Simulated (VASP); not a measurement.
**CdH2O2: single point with PBEsol+D3(BJ)**

The system is CdH2O2.

```
Cd H O
1.0
     3.78793    0.00000    0.00000
    -1.89396    3.28044    0.00000
     0.00000    0.00000    4.38137
Cd H O
1 2 2
Direct
  0.33333 0.66667 0.98730
  0.00000 0.00000 0.00808
  0.66667 0.33333 0.43189
  0.00000 0.00000 0.78619
  0.66667 0.33333 0.21189
```

| Item | Value |
| --- | --- |
| Program | VASP 6.6.1 |
| Task | single point |
| Functional | PBEsol |
| Dispersion | D3(BJ) |
| Potentials or basis | VASP PAW PBE potentials, release 64 (Cd_sv_GW, H, O) |
| Cutoff | 600 eV |
| k mesh | 6 × 6 × 4 |
| Occupations | gaussian, width 0.01 eV |
| Spin | no spin polarisation |
| Dipole correction | no |
| Further INCAR settings | ALGO = Normal; EDIFF = 1e-06; NBANDS = 25 |

| Quantity | Value |
| --- | --- |
| Pressure | -2.5 GPa |
| Largest force | 1.031 eV/Å |
| Band gap on the k mesh | 1.22 eV (least direct gap 1.75 eV) |
| Dispersion energy per atom | -0.091 eV |

Forces in eV/Å, atoms in the order of the input:
```
Cd   0.000  0.000 -0.064
H    0.000  0.000  0.873
H    0.000  0.000  0.827
O    0.000  0.000 -0.605
O    0.000  0.000 -1.031
```

Stress tensor (GPa, compression positive):
```
-4.50  0.00  0.00
 0.00 -4.50  0.00
 0.00  0.00  1.42
```

Levels at points of the mesh, in eV from the valence-band top:
```tsv
k point	band 15	band 16	band 17	band 18	band 19	band 20
(0.00, 0.00, 0.00)	-1.05	-0.53	-0.53	1.22	6.10	10.29
(0.50, 0.00, 0.00)	-2.47	-1.84	0.00	5.36	6.16	8.35
(0.00, 0.00, 0.50)	-1.18	-0.37	-0.37	3.18	4.73	10.35
(0.50, 0.00, 0.50)	-2.19	-1.70	-0.30	5.58	6.19	8.27
```

Wall time 80 s on 1 thread of Intel(R) Xeon(R) Platinum 8259CL CPU @ 2.50GHz (Skylake/Cascade Lake) (shared host), peak memory 0.22 GiB.

Caveat: the PAW data sets were made with another functional, which shifts forces and pressure a little. A k mesh can miss the band edges.
